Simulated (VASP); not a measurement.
Runs of VASP 6.6.1 on NaI. The structure is that of space group I4_1/amd (No. 141), or close to it. The cells are those of the table. 

```csv
level,cell,k mesh,gap on the mesh (eV),pressure (GPa)
PBE,"a = 8.931 Å, angles 151.3, 151.3, 41.1°, 4 atoms",6 × 6 × 6,3.09,(c)
PBE,"a = 8.931 Å, angles 151.3, 151.3, 41.1°, 4 atoms",2 × 2 × 2,3.06,1.1
PBE,"a = 8.931 Å, angles 151.3, 151.3, 41.1°, 4 atoms",1 × 4 × 3,3.10,(b)
PBE,"a = 10.108 Å, angles 151.3, 151.3, 41.1°, 4 atoms",2 × 2 × 2,(a),-1.6
PBE+D3(BJ),"a = 8.931 Å, angles 151.3, 151.3, 41.1°, 4 atoms",2 × 2 × 2,3.06,0.2
```

Alike in all rows: task single point; potentials or basis VASP PAW PBE potentials, release 64 (Na_pv, I); no spin polarisation; cutoff (eV) 520; smearing gaussian 0.1 eV.

Task: Fill in the values left out.

Result: (a) 2.54; (b) 0.3; (c) 0.1.

Caveats: some runs use coarse meshes; spin-orbit coupling is left out, which moves the levels of the heavy elements; three body term missing (some runs).

A k mesh can miss the band edges, and the runs leave out spin-orbit coupling on I.
